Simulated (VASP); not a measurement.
# Co (P6/mmm) in VASP: notebook

Runs on Co. Level: PBEsol. Tasks: single point, relaxation of cell and atoms.

Program: VASP 6.6.1. These are calculated values, not measurements. Logs are shortened: lines on timing, memory, paths and dates and some standing lists are left out, and cuts for length are marked.

## Step 1: The cell of the first run

Symmetry: P6/mmm, No. 191, hexagonal system. The conventional cell has a = 3.941 Å, b = 3.941 Å, c = 2.428 Å, α = 90.00°, β = 90.00°, γ = 120.00°. Co (site symmetry 6/mmm) has 14 Co at 2.43 to 2.58 Å within 3.2 Å. Within 3.0 Å of Co (site symmetry -6m2) lie 11 Co at 2.28 to 2.58 Å.

This isn't the form of Co at room conditions, which is hcp.

## Step 2: Single point, PBEsol, collinear spin, ferromagnetic start

Contents of INCAR:

```
PREC = Accurate
ENCUT = 520
EDIFF = 1E-6
ISMEAR = -1
SIGMA = 0.08
LREAL = False
LASPH = True
NELM = 150
ALGO = Normal
ISIF = 2
LWAVE = False
LCHARG = False
ISPIN = 2
MAGMOM = 1.7 1.7 1.7
LORBIT = 11
LMAXMIX = 4
GGA = PS
NBANDS = 24
```

Contents of KPOINTS:

```
Automatic mesh
0
Gamma
  9 9 13
```

Contents of POSCAR:

```
Co
1.0
    3.9408262878      0.0000000000      0.0000000000
   -1.9704131439      3.4128556771      0.0000000000
    0.0000000000      0.0000000000      2.4281921627
Co
3
Direct
    0.0000000000      0.0000000000      0.0000000000
    0.3333333333      0.6666666667      0.5000000000
    0.6666666667      0.3333333333      0.5000000000
```

Potentials or basis: VASP PAW PBE potentials, release 64 (Co).

Command:

```console
> cat potpaw_PBE.64/Co/POTCAR > POTCAR
> mpirun -np 1 vasp_std > vasp.out
```

OUTCAR:

```text
PREC = Accurate
   ENCUT = 520
   EDIFF = 1E-6
   ISMEAR = -1
   LREAL = False
   LASPH = True
   NELM = 150
   ISIF = 2
   ISPIN = 2
   LORBIT = 11
   GGA = PS

 ion  position               nearest neighbor table
   1  0.000  0.000  0.000-   2 2.58   3 2.58   2 2.58   3 2.58   2 2.58   2 2.58   3 2.58   3 2.58
                             3 2.58   3 2.58   2 2.58   2 2.58
   2  0.333  0.667  0.500-   3 2.28   3 2.28   3 2.28   1 2.58   1 2.58   1 2.58   1 2.58   1 2.58
                             1 2.58
   3  0.667  0.333  0.500-   2 2.28   2 2.28   2 2.28   1 2.58   1 2.58   1 2.58   1 2.58   1 2.58
                             1 2.58

  LATTYP: Found a hexagonal cell.
 ALAT       =     3.9408262878
 C/A-ratio  =     0.6161632067

  Lattice vectors:

 A1 = (   3.9408262878,   0.0000000000,   0.0000000000)
 A2 = (  -1.9704131439,   3.4128556771,   0.0000000000)
 A3 = (   0.0000000000,   0.0000000000,   2.4281921627)

Analysis of symmetry for initial positions (statically):
=====================================================================
 Subroutine PRICEL returns:
 Original cell was already a primitive cell.

 Routine SETGRP: Setting up the symmetry group for a
 hexagonal supercell.

 Subroutine GETGRP returns: Found 24 space group operations
 (whereof 24 operations were pure point group operations)
 out of a pool of 24 trial point group operations.

The static configuration has the point symmetry D_6h.

Analysis of symmetry for dynamics (positions and initial velocities):
=====================================================================
 Subroutine PRICEL returns:
 Original cell was already a primitive cell.

 Routine SETGRP: Setting up the symmetry group for a
 hexagonal supercell.

 Subroutine GETGRP returns: Found 24 space group operations
 (whereof 24 operations were pure point group operations)
 out of a pool of 24 trial point group operations.

The dynamic configuration has the point symmetry D_6h.

Analysis of structural, dynamic, and magnetic symmetry:
=====================================================================
 Subroutine PRICEL returns:
 Original cell was already a primitive cell.

 Routine SETGRP: Setting up the symmetry group for a
 hexagonal supercell.

 Subroutine GETGRP returns: Found 24 space group operations
 (whereof 24 operations were pure point group operations)
 out of a pool of 24 trial point group operations.

The overall configuration has the point symmetry D_6h.

 Subroutine INISYM returns: Found 24 space group operations
 (whereof 24 operations are pure point group operations),
 and found     1 'primitive' translations

----------------------------------------------------------------------------------------

                                     Primitive cell

  volume of cell :      32.6579

  direct lattice vectors                    reciprocal lattice vectors
     3.940826288  0.000000000  0.000000000     0.253753890  0.146504877  0.000000000
    -1.970413144  3.412855677  0.000000000     0.000000000  0.293009753  0.000000000
     0.000000000  0.000000000  2.428192163     0.000000000  0.000000000  0.411829021

  length of vectors
     3.940826288  3.940826288  2.428192163     0.293009753  0.293009753  0.411829021

  position of ions in fractional coordinates (direct lattice)
     0.000000000  0.000000000  0.000000000
     0.333333333  0.666666667  0.500000000
     0.666666667  0.333333333  0.500000000

  ion indices of the primitive-cell ions
   primitive index   ion index
                 1           1
                 2           2
                 3           3

----------------------------------------------------------------------------------------

 KPOINTS: Automatic mesh

Automatic generation of k-mesh.
 Grid dimensions read from file:
 generate k-points for:    9    9   13

 Generating k-lattice:

  Cartesian coordinates                     Fractional coordinates (reciprocal lattice)
     0.028194877  0.016278320  0.000000000     0.111111111  0.000000000  0.000000000
     0.000000000  0.032556639  0.000000000     0.000000000  0.111111111  0.000000000
     0.000000000  0.000000000  0.031679155     0.000000000  0.000000000  0.076923077

  Length of vectors
     0.032556639  0.032556639  0.031679155

  Shift w.r.t. Gamma in fractional coordinates (k-lattice)
     0.000000000  0.000000000  0.000000000

 Subroutine IBZKPT returns following result:
 ===========================================

 Found     84 irreducible k-points:

 Following reciprocal coordinates:
            Coordinates               Weight
  0.000000  0.000000  0.000000      1.000000
  0.111111 -0.000000  0.000000      6.000000
  0.222222 -0.000000  0.000000      6.000000
  0.333333 -0.000000  0.000000      6.000000
  0.444444 -0.000000  0.000000      6.000000
  0.111111  0.111111  0.000000      6.000000
[... 16 lines left out ...]
  0.333333  0.222222  0.076923     24.000000
  0.333333  0.333333  0.076923      4.000000
 [... further k-points ...]
   k-points           NKPTS =     84   k-points in BZ     NKDIM =     84   number of bands    NBANDS=     24
   number of dos      NEDOS =    301   number of ions     NIONS =      3
   total plane-waves  NPLWV =  16200
   dimension x,y,z NGX =    30 NGY =   30 NGZ =   18
   dimension x,y,z NGXF=    60 NGYF=   60 NGZF=   36
   ions per type =               3
   NGX,Y,Z   is equivalent  to a cutoff of  12.66, 12.66, 12.32 a.u.
   NGXF,Y,Z  is equivalent  to a cutoff of  25.31, 25.31, 24.65 a.u.
 SYSTEM =  unknown system
   PREC   = accura    normal or accurate (medium, high low for compatibility)
   ISTART =      0    job   : 0-new  1-cont  2-samecut
   ICHARG =      2    charge: 1-file 2-atom 10-const
   ISPIN  =      2    spin polarized calculation?
   LNONCOLLINEAR =      F non collinear calculations
   LSORBIT =      F    spin-orbit coupling
   LASPH  =      T    aspherical Exc in radial PAW
   ENCUT  =  520.0 eV  38.22 Ry    6.18 a.u.   7.33  7.33  4.51*2*pi/ulx,y,z
   NELM   =    150;   NELMIN=  2; NELMDL= -5     # of ELM steps
   EDIFF  = 0.1E-05   stopping-criterion for ELM
   LREAL  =      F    real-space projection
   EDIFFG = 0.1E-04   stopping-criterion for IOM
   NSW    =      0    number of steps for IOM
   IBRION =     -1    ionic relax: 0-MD 1-quasi-New 2-CG
   NFREE  =      0    steps in history (QN), initial steepest desc. (CG)
   ISIF   =      2    stress and relaxation
   ISYM   =      2    0-nonsym 1-usesym 2-fastsym
   POTIM  = 0.5000    time-step for ionic-motion
   TEBEG  =    0.0;   TEEND  =   0.0 temperature during run
   PSTRESS=    0.0 pullay stress
   NELECT =      27.0000    total number of electrons
   NUPDOWN=      -1.0000    fix difference up-down
   EMIN   =  10.00;   EMAX   =-10.00  energy-range for DOS
   EFERMI =   0.00;   METHOD = LEGACY
   ISMEAR =    -1;   SIGMA  =   0.08  broadening in eV -4-tet -1-fermi 0-gaus
   EFERMI_NEDOS =   21; number of points for ismear=-14 and -15
   IALGO  =     38    algorithm
   IMIX   =      4    mixing-type and parameters
     AMIX     =   0.40;   BMIX     =  1.00
     AMIX_MAG =   1.60;   BMIX_MAG =  1.00
  volume/ion in A,a.u.               =      10.89        73.46
  Fermi-wavevector in a.u.,A,eV,Ry     =   1.536503  2.903569 32.121186  2.360841
  Thomas-Fermi vector in A             =   2.643142
   LORBIT       =     11    0 simple, 1 ext, 2 COOP (PROOUT), +10 PAW based schemes
   GGA     = PS    functional components
   LHFCALC =     F    Hartree Fock is set to
   AEXX    =    0.0000 exact exchange contribution
   IVDW    =     0    specifies the selected vdW correction
   LEPSILON=     F    determine dielectric tensor
   LRPA    =     F    only Hartree local field effects (RPA)
 spin polarized calculation
  energy-cutoff  :      520.00
  volume of cell :       32.66
 maximum number of plane-waves:       911
 NGX is ok and might be reduce to    30
   NGX = 15   NGY = 15   NGZ =  9

 number of electron      27.0000015 magnetization       4.9176648

 Free energy of the ion-electron system (eV)
  ---------------------------------------------------
  ext. energy  EPLUGINS =         0.00000000
  ---------------------------------------------------
  free energy    TOTEN  =       -22.93466572 eV

  energy without entropy =      -22.88879582  energy(sigma->0) =      -22.91173077

 E-fermi :  10.1293     XC(G=0): -13.5498

 val. band max:       10.1246095697   @ k =   0.4444   0.1111   0.0769
 cond. band min:      10.1294155374   @ k =   0.4444  -0.0000   0.0000
 fundamental gap:      0.0048059676
 Fermi energy:        10.1292685558

 spin component 1

 k-point     1 :       0.0000    0.0000    0.0000
  band No.  band energies     occupation
      1       1.0753      1.00000
      2       5.3798      1.00000
      3       6.6419      1.00000
      4       6.6419      1.00000
      5       6.6920      1.00000
      6       6.6920      1.00000
[... 16 lines left out ...]
     23      26.1157      0.00000
     24      32.8313      0.00000
[... 598 lines left out ...]
      2       4.7223      1.00000
      3       4.7223      1.00000
      4       6.6045      1.00000
      5       6.6045      1.00000
      6       6.9120      1.00000
[... 16 lines left out ...]
     23      29.3472      0.00000
     24      29.3840      0.00000

 [... further k-points ...]

 spin component 2

 k-point     1 :       0.0000    0.0000    0.0000
  band No.  band energies     occupation
      1       1.1585      1.00000
      2       6.5726      1.00000
      3       7.7939      1.00000
      4       7.7939      1.00000
      5       7.8290      1.00000
      6       7.8290      1.00000
[... 16 lines left out ...]
     23      26.3375      0.00000
     24      33.2692      0.00000
[... 598 lines left out ...]
      2       5.1405      1.00000
      3       5.1405      1.00000
      4       8.0118      1.00000
      5       8.0118      1.00000
      6       8.1415      1.00000
[... 16 lines left out ...]
     23      29.6254      0.00000
     24      29.7228      0.00000

 [... further k-points ...]

------------------------ aborting loop because EDIFF is reached ----------------------------------------

  FORCE on cell =-STRESS in cart. coord.  units (eV):
  Direction    XX          YY          ZZ          XY          YZ          ZX
  --------------------------------------------------------------------------------------
  -------------------------------------------------------------------------------------
  Total       -1.4986172     -1.4986172     -1.4804995      0.0000000      0.0000000      0.0000000
  in kB      -73.5212769    -73.5212769    -72.6324318      0.0000000      0.0000000      0.0000000
  external PRESSURE =     -73.2249952 kB  Pullay stress =       0.0000000 kB

 VOLUME and BASIS-vectors are now :
 -----------------------------------------------------------------------------
  energy-cutoff  :      520.00
  volume of cell :       32.66
      direct lattice vectors                 reciprocal lattice vectors
     3.940826288  0.000000000  0.000000000     0.253753890  0.146504877  0.000000000
    -1.970413144  3.412855677  0.000000000     0.000000000  0.293009753  0.000000000
     0.000000000  0.000000000  2.428192163     0.000000000  0.000000000  0.411829021

 POSITION                                       TOTAL-FORCE (eV/Angst)
 -----------------------------------------------------------------------------------
      0.00000      0.00000      0.00000        -0.000000      0.000000      0.000000
     -0.00000      2.27524      1.21410        -0.000000     -0.000000     -0.000000
      1.97041      1.13762      1.21410         0.000000      0.000000      0.000000
 -----------------------------------------------------------------------------------
    total drift:                               -0.000000      0.000000      0.000000

  FREE ENERGIE OF THE ION-ELECTRON SYSTEM (eV)
  ---------------------------------------------------
  free  energy   TOTEN  =       -22.9346657184 eV

  energy  without entropy=      -22.8887958199  energy(sigma->0) =      -22.91173077

 total charge

# of ion       s       p       d       tot
------------------------------------------
    1        0.469   0.506   7.244   8.219
    2        0.504   0.535   7.278   8.317
    3        0.504   0.535   7.278   8.317
--------------------------------------------------
tot          1.477   1.575  21.800  24.853

 magnetization (x)

# of ion       s       p       d       tot
------------------------------------------
    1       -0.008  -0.049   1.676   1.619
    2       -0.010  -0.043   1.720   1.667
    3       -0.010  -0.043   1.720   1.667
--------------------------------------------------
tot         -0.029  -0.135   5.116   4.953
```

It took 73 s on 1 thread of Intel Xeon 6975P-C (Granite Rapids), shared host; peak memory 0.21 GiB.

What came out:

```
Free energy                                           : -22.9347 eV
Pressure                                              : -7.3 GPa
Net moment                                            : 4.92 μB per cell
Site moments                                          : Co +1.62, +1.67 (each value once) μB
Valence electrons inside the program's atomic spheres : Co 8.22, 8.32 (each value once)
```

Stress tensor (GPa, compression positive):
```
-7.35  0.00  0.00
 0.00 -7.35  0.00
 0.00  0.00 -7.26
```

Caveat: the cell stands under tension; the PAW data sets were made with another functional, which shifts forces and pressure a little.

## Step 3: Single point, PBEsol, collinear spin, ferromagnetic start

Contents of INCAR:

```
SYSTEM = Co
PREC = Accurate
ENCUT = 520
EDIFF = 1E-7
ISMEAR = -1
SIGMA = 0.08
LREAL = .False.
LASPH = .True.
NELM = 150
ALGO = Normal
ISIF = 2
LWAVE = .False.
LCHARG = .False.
ISPIN = 2
MAGMOM = 1.7 1.7 1.7
LORBIT = 11
LMAXMIX = 4
GGA = PS
NBANDS = 24
```

Contents of KPOINTS:

```
Automatic mesh
0
Gamma
  9 9 13
  0 0 0
```

Contents of POSCAR:

```
Co
1.0
    3.9404463221      0.0000000000      0.0000000000
   -1.9702231610      3.4125266172      0.0000000000
    0.0000000000      0.0000000000      2.4276689874
Co
3
Direct
    0.0000000000      0.0000000000      0.0000000000
    0.3333333333      0.6666666667      0.5000000000
    0.6666666667      0.3333333333      0.5000000000
```

Potentials or basis: VASP PAW PBE potentials, release 64 (Co).

Command:

```console
> cat potpaw_PBE.64/Co/POTCAR > POTCAR
> mpirun -np 1 vasp_std > vasp.out
```

It took 80 s on 1 thread of Intel Xeon 6975P-C (Granite Rapids), shared host; peak memory 0.21 GiB.

Results (log left out):

- Free energy: -22.9353 eV
- Pressure: -7.3 GPa
- Net moment: 4.92 μB per cell
- Site moments: Co +1.62, +1.67 (each value once) μB
- Valence electrons inside the program's atomic spheres: Co 8.22, 8.32 (each value once)

Stress tensor (GPa, compression positive):
```
-7.29  0.00  0.00
 0.00 -7.29  0.00
 0.00  0.00 -7.17
```

Levels at points of the mesh, in eV from the Fermi level:
Spin up:
```
           k point  band 13  band 14  band 15  band 16  band 17  band 18  band 19  band 20
(0.00, 0.00, 0.00)    -1.90    -1.90    -0.71    -0.71     6.38     6.38     6.38     6.38
```
Spin down:
```
           k point  band 9  band 10  band 11  band 12  band 13  band 14
(0.00, 0.00, 0.00)   -0.73    -0.73    -0.16    -0.16    -0.13    -0.13
```

Caveat: the cell stands under tension; the PAW data sets were made with another functional, which shifts forces and pressure a little.

[end of part 1 of 2]
